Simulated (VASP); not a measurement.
A run of VASP 6.6.1:

The input INCAR:

```
PREC = Accurate ; ENCUT = 520
EDIFF = 1E-7 ; ISMEAR = -1
SIGMA = 0.05 ; LREAL = F
LASPH = T ; NELM = 100
ALGO = Normal ; ISIF = 2
LWAVE = F ; LCHARG = F
GGA = CA ; NBANDS = 21
```

KPOINTS

```
regular mesh
0
Gamma
  18 18 10
```

File POSCAR:

```
Ru
1.0
    2.6740248589      0.0000000000      0.0000000000
   -1.3370124294      2.3157734582      0.0000000000
    0.0000000000      0.0000000000      4.2262640145
Ru
2
Direct
    0.3333333333      0.6666666667      0.2500000000
    0.6666666667      0.3333333333      0.7500000000
```

Potentials or basis: VASP PAW LDA potentials, release 64 (Ru_pv).

Run with:

```sh
$ cat potpaw_LDA.64/Ru_pv/POTCAR > POTCAR
$ mpirun -np 1 vasp_std > vasp.out
```

Hardware: 1 thread of Intel(R) Xeon(R) 6975P-C (Granite Rapids), with other jobs on the host.

**Question.** How long does it take, and how much memory?

**Answer.** Wall time 34 s on 1 thread of Intel(R) Xeon(R) 6975P-C (Granite Rapids), with other jobs on the host, peak memory 0.2 GiB. Counts: scf iterations 12, k points 222.
